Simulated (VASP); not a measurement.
# Al2Cu: vibrations by perturbation theory with PBEsol

Al2Cu:

```
CELL_PARAMETERS angstrom
-1.93918 1.93918 2.74242
1.93918 -1.93918 2.74242
1.93918 1.93918 -2.74242
ATOMIC_POSITIONS crystal
Al 0.75000 0.25000 0.50000
Al 0.25000 0.75000 0.50000
Cu 0.50000 0.50000 0.00000
```

```json
{
 "Program": "VASP 6.6.1",
 "Task": "vibrations by perturbation theory",
 "Functional": "PBEsol",
 "Potentials or basis": "VASP PAW PBE potentials, release 64 (Al, Cu)",
 "Cutoff": "520 eV",
 "k mesh": "16 × 16 × 16",
 "Occupations": "fermi-dirac, width 0.15 eV",
 "Spin": "no spin polarisation",
 "Dipole correction": "no",
 "Further INCAR settings": "ALGO = Normal; EDIFF = 1e-08; NBANDS = 16; IBRION = 8; NSW = 1"
}
```

```
Highest phonon frequency at Γ : 362 cm⁻¹
```

Phonon frequencies in cm⁻¹ (negative: imaginary):
| q point | frequencies |
| --- | --- |
| (0.000, 0.000, 0.000) | 0 0 0 330 330 330 362 362 362 |

It took 33 min on 1 thread of Oxide Virtual Turin-like Processor, with other jobs on the host, peak memory 1.4 GiB.

Caveat: the cell stands under pressure or tension, which shifts response properties.
